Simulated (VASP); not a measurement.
Input of a VASP 6.6.1 run:

The input INCAR:

```
PREC = Accurate
ENCUT = 520
EDIFF = 1E-8
ISMEAR = 0
SIGMA = 0.01
LREAL = F
LASPH = T
NELM = 60
ALGO = Normal
ISIF = 2
LWAVE = F
LCHARG = F
GGA = PS
IBRION = 8
NSW = 1
```

File KPOINTS:

```
regular mesh
0
Gamma
  10 10 10
```

The input POSCAR:

```
MgO
1.0
    2.0901832066      2.0901832066      0.0000000000
   -2.0901832066      2.0901832066      0.0000000000
    0.0000000000      2.0901832066      2.0901832066
Mg O
1 1
Direct
    0.0000000000      0.0000000000      0.0000000000
    0.5000000000      0.5000000000      0.0000000000
```

Potentials or basis: VASP PAW PBE potentials, release 64 (Mg, O).

Run with:

```bash
$ cat potpaw_PBE.64/Mg/POTCAR potpaw_PBE.64/O/POTCAR > POTCAR
$ mpirun -np 1 vasp_std > vasp.out
```

Task: Estimate the highest phonon frequency at Γ, LO-TO splitting left out.

Result: 413 cm⁻¹.

Phonon frequencies in cm⁻¹ (negative: imaginary):
| q point | frequencies |
| --- | --- |
| (0.000, 0.000, 0.000) | 0 0 0 413 413 413 |

Caveat: the cell stands under pressure or tension, which shifts response properties.
